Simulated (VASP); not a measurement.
# Li3ScPb2 (P6/mmm) in VASP: single point with PBE

Aim: the single point of Li3ScPb2 with PBE.

Everything below comes from runs of VASP 6.6.1. Logs are shortened: lines on timing, memory, paths and dates and some standing lists are left out, and cuts for length are marked.

### 1 The cell of the first run

The structure is hexagonal, space group P6/mmm (No. 191). Conventional cell: a = 5.772 Å, b = 5.772 Å, c = 4.683 Å, α = 90.00°, β = 90.00°, γ = 120.00°. Within 3.8 Å of Li (site symmetry mmm) lie 4 Pb at 2.87 Å and 4 Li at 2.89 Å and 4 Sc at 3.72 Å. Sc (site symmetry 6/mmm) has 6 Pb at 3.33 Å and 12 Li at 3.72 Å within 4.4 Å. Within 3.8 Å of Pb (site symmetry -6m2) lie 6 Li at 2.87 Å and 3 Pb at 3.33 Å and 3 Sc at 3.33 Å.

The cell was generated, and may not be a known phase.

### 2 Single point, PBE, collinear spin

INCAR reads:

```
SYSTEM = Li3ScPb2
ALGO = Normal
EDIFF = 1E-7
ENCUT = 520
GGA = PE
ISIF = 2
ISMEAR = 0
ISPIN = 2
LASPH = .TRUE.
LCHARG = .FALSE.
LMAXMIX = 4
LORBIT = 11
LREAL = .FALSE.
LWAVE = .FALSE.
MAGMOM = 0 0 0 0.55 0 0
NBANDS = 37
NELM = 150
PREC = Accurate
SIGMA = 0.1
```

KPOINTS reads:

```
k-points
0
G
  6 6 8
  0 0 0
```

POSCAR reads:

```
Li3ScPb2
1.0
    5.7716177955      0.0000000000      0.0000000000
   -2.8858088978      4.9983676318      0.0000000000
    0.0000000000      0.0000000000      4.6826904575
Li Sc Pb
3 1 2
Direct
    0.5000000000      0.5000000000      0.5000000000
    0.5000000000      0.0000000000      0.5000000000
    0.0000000000      0.5000000000      0.5000000000
    0.0000000000      0.0000000000      0.0000000000
    0.6666666667      0.3333333333      0.0000000000
    0.3333333333      0.6666666667      0.0000000000
```

Potentials or basis: VASP PAW PBE potentials, release 64 (Li_sv, Sc_sv, Pb_d).

Command:

```console
$ cat potpaw_PBE.64/Li_sv/POTCAR potpaw_PBE.64/Sc_sv/POTCAR potpaw_PBE.64/Pb_d/POTCAR > POTCAR
$ mpirun -np 1 vasp_std > vasp.out
```

OUTCAR:

```text
SYSTEM = Li3ScPb2
   EDIFF = 1E-7
   ENCUT = 520
   GGA = PE
   ISIF = 2
   ISMEAR = 0
   ISPIN = 2
   LASPH = .TRUE.
   LORBIT = 11
   LREAL = .FALSE.
   NELM = 150
   PREC = Accurate

 ion  position               nearest neighbor table
   1  0.500  0.500  0.500-   5 2.87   6 2.87   5 2.87   6 2.87
   2  0.500  0.000  0.500-   5 2.87   6 2.87   5 2.87   6 2.87
   3  0.000  0.500  0.500-   5 2.87   6 2.87   5 2.87   6 2.87
   4  0.000  0.000  0.000-   5 3.33   6 3.33   6 3.33   5 3.33   5 3.33   6 3.33
   5  0.667  0.333  0.000-   2 2.87   2 2.87   3 2.87   3 2.87   1 2.87   1 2.87   6 3.33   6 3.33
                             4 3.33   4 3.33   4 3.33   6 3.33
   6  0.333  0.667  0.000-   2 2.87   2 2.87   3 2.87   3 2.87   1 2.87   1 2.87   5 3.33   5 3.33
                             4 3.33   4 3.33   4 3.33   5 3.33

  LATTYP: Found a hexagonal cell.
 ALAT       =     5.7716177955
 C/A-ratio  =     0.8113306569

  Lattice vectors:

 A1 = (   5.7716177955,   0.0000000000,   0.0000000000)
 A2 = (  -2.8858088978,   4.9983676318,   0.0000000000)
 A3 = (   0.0000000000,   0.0000000000,   4.6826904575)

Analysis of symmetry for initial positions (statically):
=====================================================================
 Subroutine PRICEL returns:
 Original cell was already a primitive cell.

 Routine SETGRP: Setting up the symmetry group for a
 hexagonal supercell.

 Subroutine GETGRP returns: Found 24 space group operations
 (whereof 24 operations were pure point group operations)
 out of a pool of 24 trial point group operations.

The static configuration has the point symmetry D_6h.

Analysis of symmetry for dynamics (positions and initial velocities):
=====================================================================
 Subroutine PRICEL returns:
 Original cell was already a primitive cell.

 Routine SETGRP: Setting up the symmetry group for a
 hexagonal supercell.

 Subroutine GETGRP returns: Found 24 space group operations
 (whereof 24 operations were pure point group operations)
 out of a pool of 24 trial point group operations.

The dynamic configuration has the point symmetry D_6h.

Analysis of structural, dynamic, and magnetic symmetry:
=====================================================================
 Subroutine PRICEL returns:
 Original cell was already a primitive cell.

 Routine SETGRP: Setting up the symmetry group for a
 hexagonal supercell.

 Subroutine GETGRP returns: Found 24 space group operations
 (whereof 24 operations were pure point group operations)
 out of a pool of 24 trial point group operations.

The overall configuration has the point symmetry D_6h.

 Subroutine INISYM returns: Found 24 space group operations
 (whereof 24 operations are pure point group operations),
 and found     1 'primitive' translations

----------------------------------------------------------------------------------------

                                     Primitive cell

  volume of cell :     135.0894

  direct lattice vectors                    reciprocal lattice vectors
     5.771617796  0.000000000  0.000000000     0.173261646  0.100032658  0.000000000
    -2.885808898  4.998367632  0.000000000     0.000000000  0.200065316  0.000000000
     0.000000000  0.000000000  4.682690457     0.000000000  0.000000000  0.213552446

  length of vectors
     5.771617796  5.771617795  4.682690457     0.200065316  0.200065316  0.213552446

  position of ions in fractional coordinates (direct lattice)
     0.500000000  0.500000000  0.500000000
     0.500000000  0.000000000  0.500000000
     0.000000000  0.500000000  0.500000000
     0.000000000  0.000000000  0.000000000
     0.666666667  0.333333333  0.000000000
     0.333333333  0.666666667  0.000000000

  ion indices of the primitive-cell ions
   primitive index   ion index
                 1           1
                 2           2
                 3           3
                 4           4
                 5           5
                 6           6

----------------------------------------------------------------------------------------

 KPOINTS: k-points

Automatic generation of k-mesh.
 Grid dimensions read from file:
 generate k-points for:    6    6    8

 Generating k-lattice:

  Cartesian coordinates                     Fractional coordinates (reciprocal lattice)
     0.028876941  0.016672110  0.000000000     0.166666667  0.000000000  0.000000000
     0.000000000  0.033344219  0.000000000     0.000000000  0.166666667  0.000000000
     0.000000000  0.000000000  0.026694056     0.000000000  0.000000000  0.125000000

  Length of vectors
     0.033344219  0.033344219  0.026694056

  Shift w.r.t. Gamma in fractional coordinates (k-lattice)
     0.000000000  0.000000000  0.000000000

 Subroutine IBZKPT returns following result:
 ===========================================

 Found     35 irreducible k-points:

 Following reciprocal coordinates:
            Coordinates               Weight
  0.000000  0.000000  0.000000      1.000000
  0.166667  0.000000  0.000000      6.000000
  0.333333  0.000000  0.000000      6.000000
  0.500000  0.000000  0.000000      3.000000
  0.166667  0.166667  0.000000      6.000000
  0.333333  0.166667  0.000000     12.000000
[... 16 lines left out ...]
  0.166667  0.000000  0.375000     12.000000
  0.333333  0.000000  0.375000     12.000000
 [... further k-points ...]
   k-points           NKPTS =     35   k-points in BZ     NKDIM =     35   number of bands    NBANDS=     37
   number of dos      NEDOS =    301   number of ions     NIONS =      6
   total plane-waves  NPLWV =  82944
   dimension x,y,z NGX =    48 NGY =   48 NGZ =   36
   dimension x,y,z NGXF=    96 NGYF=   96 NGZF=   72
   ions per type =               3   1   2
   NGX,Y,Z   is equivalent  to a cutoff of  13.83, 13.83, 12.78 a.u.
   NGXF,Y,Z  is equivalent  to a cutoff of  27.65, 27.65, 25.56 a.u.
 SYSTEM =  Li3ScPb2
   PREC   = accura    normal or accurate (medium, high low for compatibility)
   ISTART =      0    job   : 0-new  1-cont  2-samecut
   ICHARG =      2    charge: 1-file 2-atom 10-const
   ISPIN  =      2    spin polarized calculation?
   LNONCOLLINEAR =      F non collinear calculations
   LSORBIT =      F    spin-orbit coupling
   LASPH  =      T    aspherical Exc in radial PAW
   ENCUT  =  520.0 eV  38.22 Ry    6.18 a.u.  10.73 10.73  8.71*2*pi/ulx,y,z
   NELM   =    150;   NELMIN=  2; NELMDL= -5     # of ELM steps
   EDIFF  = 0.1E-06   stopping-criterion for ELM
   LREAL  =      F    real-space projection
   EDIFFG = 0.1E-05   stopping-criterion for IOM
   NSW    =      0    number of steps for IOM
   IBRION =     -1    ionic relax: 0-MD 1-quasi-New 2-CG
   NFREE  =      0    steps in history (QN), initial steepest desc. (CG)
   ISIF   =      2    stress and relaxation
   ISYM   =      2    0-nonsym 1-usesym 2-fastsym
   POTIM  = 0.5000    time-step for ionic-motion
   TEBEG  =    0.0;   TEEND  =   0.0 temperature during run
   PSTRESS=    0.0 pullay stress
   NELECT =      48.0000    total number of electrons
   NUPDOWN=      -1.0000    fix difference up-down
   EMIN   =  10.00;   EMAX   =-10.00  energy-range for DOS
   EFERMI =   0.00;   METHOD = LEGACY
   ISMEAR =     0;   SIGMA  =   0.10  broadening in eV -4-tet -1-fermi 0-gaus
   EFERMI_NEDOS =   21; number of points for ismear=-14 and -15
   IALGO  =     38    algorithm
   IMIX   =      4    mixing-type and parameters
     AMIX     =   0.40;   BMIX     =  1.00
     AMIX_MAG =   1.60;   BMIX_MAG =  1.00
  volume/ion in A,a.u.               =      22.51       151.94
  Fermi-wavevector in a.u.,A,eV,Ry     =   1.159529  2.191192 18.293126  1.344507
  Thomas-Fermi vector in A             =   2.296120
   LORBIT       =     11    0 simple, 1 ext, 2 COOP (PROOUT), +10 PAW based schemes
   GGA     = PE    functional components
   LHFCALC =     F    Hartree Fock is set to
   AEXX    =    0.0000 exact exchange contribution
   IVDW    =     0    specifies the selected vdW correction
   LEPSILON=     F    determine dielectric tensor
   LRPA    =     F    only Hartree local field effects (RPA)
 spin polarized calculation
 Gauss-broadening in eV      SIGMA  =   0.10
  energy-cutoff  :      520.00
  volume of cell :      135.09
 maximum number of plane-waves:      3689
 NGX is ok and might be reduce to    48
   NGX = 21   NGY = 21   NGZ = 17

 number of electron      47.9999983 magnetization       0.5569397

 Free energy of the ion-electron system (eV)
  ---------------------------------------------------
  ext. energy  EPLUGINS =         0.00000000
  ---------------------------------------------------
  free energy    TOTEN  =       -19.93423730 eV

  energy without entropy =      -19.90312045  energy(sigma->0) =      -19.91867888

 E-fermi :   4.3607     XC(G=0):  -9.0926

 val. band max:        4.3581702334   @ k =   0.0000   0.0000   0.5000
 cond. band min:       4.3639605140   @ k =   0.5000   0.0000   0.3750
 fundamental gap:      0.0057902806
 Fermi energy:         4.3607318517

 spin component 1

 k-point     1 :       0.0000    0.0000    0.0000
  band No.  band energies     occupation
      1     -46.3762      1.00000
      2     -41.9400      1.00000
      3     -41.9217      1.00000
      4     -41.9217      1.00000
      5     -25.0682      1.00000
      6     -24.9296      1.00000
[... 28 lines left out ...]
     35       9.8173      0.00000
     36      10.1266      0.00000

 k-point     2 :       0.1667    0.0000    0.0000
  band No.  band energies     occupation
      1     -46.3762      1.00000
      2     -41.9388      1.00000
      3     -41.9228      1.00000
      4     -41.9217      1.00000
      5     -25.0682      1.00000
      6     -24.9297      1.00000
[... 28 lines left out ...]
     35       9.9237      0.00000
     36       9.9967      0.00000
[... 817 lines left out ...]
     35       9.1451      0.00000
     36       9.6896      0.00000

 k-point    24 :       0.3333    0.0000    0.3750
  band No.  band energies     occupation
      1     -46.3761      1.00000
      2     -41.9360      1.00000
      3     -41.9255      1.00000
      4     -41.9217      1.00000
      5     -25.0706      1.00000
      6     -24.9297      1.00000
[... 28 lines left out ...]
     35      10.0234      0.00000
     36      10.5141      0.00000

 [... further k-points ...]

 spin component 2

 k-point     1 :       0.0000    0.0000    0.0000
  band No.  band energies     occupation
      1     -46.1405      1.00000
      2     -41.9357      1.00000
      3     -41.9175      1.00000
      4     -41.9175      1.00000
      5     -24.8039      1.00000
      6     -24.7009      1.00000
[... 28 lines left out ...]
     35       9.8289      0.00000
     36      10.2785      0.00000

 k-point     2 :       0.1667    0.0000    0.0000
  band No.  band energies     occupation
      1     -46.1405      1.00000
      2     -41.9345      1.00000
      3     -41.9185      1.00000
      4     -41.9174      1.00000
      5     -24.8038      1.00000
      6     -24.7010      1.00000
[... 28 lines left out ...]
     35      10.0774      0.00000
     36      10.1418      0.00000
[... 817 lines left out ...]
     35       9.2256      0.00000
     36       9.8476      0.00000

 k-point    24 :       0.3333    0.0000    0.3750
  band No.  band energies     occupation
      1     -46.1404      1.00000
      2     -41.9317      1.00000
      3     -41.9213      1.00000
      4     -41.9175      1.00000
      5     -24.8062      1.00000
      6     -24.7011      1.00000
[... 28 lines left out ...]
     35      10.1119      0.00000
     36      10.5784      0.00000

 [... further k-points ...]

 [bands above 36 left out]

------------------------ aborting loop because EDIFF is reached ----------------------------------------

  FORCE on cell =-STRESS in cart. coord.  units (eV):
  Direction    XX          YY          ZZ          XY          YZ          ZX
  --------------------------------------------------------------------------------------
  -------------------------------------------------------------------------------------
  Total       -0.0490555     -0.0490555     -0.0559916      0.0000000      0.0000000     -0.0000000
  in kB       -0.5818042     -0.5818042     -0.6640679      0.0000000      0.0000000     -0.0000000
  external PRESSURE =      -0.6092254 kB  Pullay stress =       0.0000000 kB

 VOLUME and BASIS-vectors are now :
 -----------------------------------------------------------------------------
  energy-cutoff  :      520.00
  volume of cell :      135.09
      direct lattice vectors                 reciprocal lattice vectors
     5.771617796  0.000000000  0.000000000     0.173261646  0.100032658  0.000000000
    -2.885808898  4.998367632  0.000000000     0.000000000  0.200065316  0.000000000
     0.000000000  0.000000000  4.682690457     0.000000000  0.000000000  0.213552446

 POSITION                                       TOTAL-FORCE (eV/Angst)
 -----------------------------------------------------------------------------------
      1.44290      2.49918      2.34135        -0.000000      0.000000      0.000000
      2.88581      0.00000      2.34135        -0.000000      0.000000      0.000000
     -1.44290      2.49918      2.34135        -0.000000      0.000000      0.000000
      0.00000      0.00000      0.00000        -0.000000      0.000000      0.000000
      2.88581      1.66612      0.00000         0.000000      0.000000      0.000000
     -0.00000      3.33225      0.00000         0.000000     -0.000000      0.000000
 -----------------------------------------------------------------------------------
    total drift:                               -0.000000      0.000000      0.000000

  FREE ENERGIE OF THE ION-ELECTRON SYSTEM (eV)
  ---------------------------------------------------
  free  energy   TOTEN  =       -19.9342373029 eV

  energy  without entropy=      -19.9031204486  energy(sigma->0) =      -19.91867888

 total charge

# of ion       s       p       d       tot
------------------------------------------
    1        2.025   0.061   0.000   2.087
    2        2.025   0.061   0.000   2.087
    3        2.025   0.061   0.000   2.087
    4        2.185   6.057   0.924   9.166
    5        1.299   1.018   9.791  12.108
    6        1.299   1.018   9.791  12.108
--------------------------------------------------
tot         10.860   8.277  20.506  39.642

 magnetization (x)

# of ion       s       p       d       tot
------------------------------------------
    1        0.000   0.002   0.000   0.002
    2        0.000   0.002   0.000   0.002
    3        0.000   0.002   0.000   0.002
    4        0.005   0.009   0.256   0.269
    5       -0.001   0.004   0.002   0.005
    6       -0.001   0.004   0.002   0.005
--------------------------------------------------
tot          0.003   0.021   0.261   0.285
```

Run time: 7.2 min. Hardware: 1 thread of Intel Xeon Platinum 8259CL at 2.50GHz (Skylake/Cascade Lake), shared host; peak memory 0.51 GiB.

Results:

```
Free energy                                           : -19.9342 eV
Net moment                                            : 0.56 μB per cell
Site moments                                          : Li +0.00; Sc +0.27; Pb +0.01 μB
Valence electrons inside the program's atomic spheres : Li 2.09; Sc 9.17; Pb 12.11
```

Caveat: the cutoff is under 1.25 times the usual one of these potentials, so pressure, stress and relaxed cells hold a basis-set (Pulay) error; a moment this small can come from the mesh or the smearing; spin-orbit coupling is left out, which moves the levels of the heavy elements.
